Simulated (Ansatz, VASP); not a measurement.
# WSe2: VASP beside Ansatz

File INCAR:

```
  PREC = Accurate
  ENCUT = 520
  EDIFF = 1E-7
  ISMEAR = 0
  SIGMA = 0.05
  LREAL = False
  LASPH = True
  NELM = 80
  ALGO = Normal
  ISIF = 2
  LWAVE = False
  LCHARG = False
  GGA = PE
  IVDW = 12
  NBANDS = 35
```

Contents of KPOINTS:

```
regular mesh
0
Gamma
  12 12 2
```

File POSCAR:

```
WSe2
1.0
    3.2790275604      0.0000000000      0.0000000000
   -1.6395137802      2.8397211670      0.0000000000
    0.0000000000      0.0000000000     12.7886113462
W Se
2 4
Direct
    0.3041917037      0.6453335132      0.2500000000
    0.6666602872      0.3333286632      0.7500000000
    0.3332459753      0.6666027162      0.6182912225
    0.7006814790      0.3582339042      0.1182912225
    0.3332459753      0.6666027162      0.8817087775
    0.7006814790      0.3582339042      0.3817087775
```

Input for Ansatz:

```yaml
crystal:
  lattice:
    - [3.2790275604, 0.0, 0.0]
    - [-1.6395137802, 2.839721167, 0.0]
    - [0.0, 0.0, 12.7886113462]
  atoms:
    - { symbol: W, position: [0.3041917037, 0.6453335132, 0.25] }
    - { symbol: W, position: [0.6666602872, 0.3333286632, 0.75] }
    - { symbol: Se, position: [0.3332459753, 0.6666027162, 0.6182912225] }
    - { symbol: Se, position: [0.700681479, 0.3582339042, 0.1182912225] }
    - { symbol: Se, position: [0.3332459753, 0.6666027162, 0.8817087775] }
    - { symbol: Se, position: [0.700681479, 0.3582339042, 0.3817087775] }
basis:
  ecutwfc: 420
kpoints:
  mp_grid: { grid: [12, 12, 2] }
hamiltonian:
  xc: pbe
  dispersion: d3bj
scf:
  occupations: { method: gaussian, width: 0.05 }
output:
  forces: true
  stress: true
  eigenvalues: true
```

Change from the starting cell: mode 11 (242.9 1/cm) frozen in, largest displacement +0.100 Å.

Alike in both runs: task single point; functional PBE; dispersion D3(BJ); k mesh 12 × 12 × 2; occupations gaussian, width 0.05 eV; no spin polarisation.

```csv
,VASP,Ansatz
version,VASP 6.6.1,Ansatz 0.2.0
potentials or method,"VASP PAW PBE potentials, release 64 (W_sv, Se), cutoff 520 eV","scalar-relativistic, plane waves, PAW"
valence electrons in the cell,52,92
```

|  | VASP | Ansatz | Ansatz less VASP |
| --- | --- | --- | --- |
| gap on the k mesh at the Fermi level (eV) | 0.86 | 0.87 | +0.005 |
| least direct gap on the mesh (eV) | 1.53 | 1.53 | +0.003 |
| pressure (GPa) | 1.3 | 1.0 | -0.32 |
| traceless stress, the component that is largest in VASP (GPa) | -1.83 | -1.76 | +0.064 |
| rms of the force components (eV/Å) | 1.021 | 1.015 | -0.0058 |

Atom by atom the forces differ by 0.023 eV/Å (rms over components). VASP's potentials hold 52 valence electrons a cell and Ansatz's 92, so a difference there can come from the potentials and not from the codes.

Spin-orbit coupling is off throughout.
